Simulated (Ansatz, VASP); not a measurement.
# Os: VASP beside Ansatz

```
CELL_PARAMETERS angstrom
2.78878 0.00000 0.00000
-1.39439 2.41516 0.00000
0.00000 0.00000 4.31970
ATOMIC_POSITIONS crystal
Os 0.33333 0.66667 0.25000
Os 0.66667 0.33333 0.75000
```

Change from the starting cell: equal xx and yy strain of +2 %, crystal datasets.

Alike in both runs: task electric field gradients; functional PBEsol; k mesh 17 × 17 × 10; occupations fermi-dirac, width 0.08 eV; no spin polarisation.

```csv
,VASP,Ansatz
version,VASP 6.6.1,Ansatz 0.2.0
potentials or method,"VASP PAW PBE potentials, release 64 (Os), cutoff 520 eV","all-electron PAW with datasets made for the crystal, scalar-relativistic"
```

VASP gave:

| Item | Value |
| --- | --- |
| pressure (GPa) | -17.3 |
| traceless stress, the component that is largest in VASP (GPa) | 5.69 |
| size of Vzz on the site where it differs most (V/Å²) | 114.8 |

Task: Which values does Ansatz return?

Result: Pressure (GPa): -17.3; traceless stress, the component that is largest in VASP (GPa): 5.79; size of Vzz on the site where it differs most (V/Å²): 89.9.

VASP's potentials were made for PBE, not for PBEsol. Ansatz ran all-electron here, and VASP with PAW potentials.

Neither program's run includes spin-orbit coupling.
